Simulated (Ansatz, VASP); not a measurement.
**One calculation of Zn4O, two programs**

```
Zn O
1.0
     1.46913    0.84820    9.01106
    -1.46913    0.84820    9.01106
     0.00000   -1.69640    9.01106
Zn O
4 1
Direct
  0.38270 0.38270 0.38270
  0.79306 0.79306 0.79306
  0.20694 0.20694 0.20694
  0.61730 0.61730 0.61730
  0.00000 0.00000 0.00000
```

Change from the starting cell: species swapped into the FeCu4 type (R-3m, No. 166).

Alike in both runs: functional PBE; k mesh 7 × 7 × 7; occupations gaussian, width 0.2 eV; no spin polarisation.

Ansatz relaxed the structure, and its values are those at the end. VASP's run is a single point on that final structure, the one shown.

```csv
,VASP,Ansatz
version,VASP 6.6.1,Ansatz 0.2.0
potentials or method,"VASP PAW PBE potentials, release 64 (Zn, O), cutoff 520 eV","scalar-relativistic, plane waves, PAW"
valence electrons in the cell,54,54
```

VASP gave:

| Item | Value |
| --- | --- |
| gap on the k mesh at the Fermi level (eV) | none |
| pressure (GPa) | 0.7 |
| rms of the force components (eV/Å) | 0.014 |

Task: Which values does Ansatz return?

Result: gap on the k mesh at the Fermi level (eV): none; pressure (GPa): 0.2; rms of the force components (eV/Å): 0.006.

A gap of «none» marks a metal or a gap that the smearing closes.
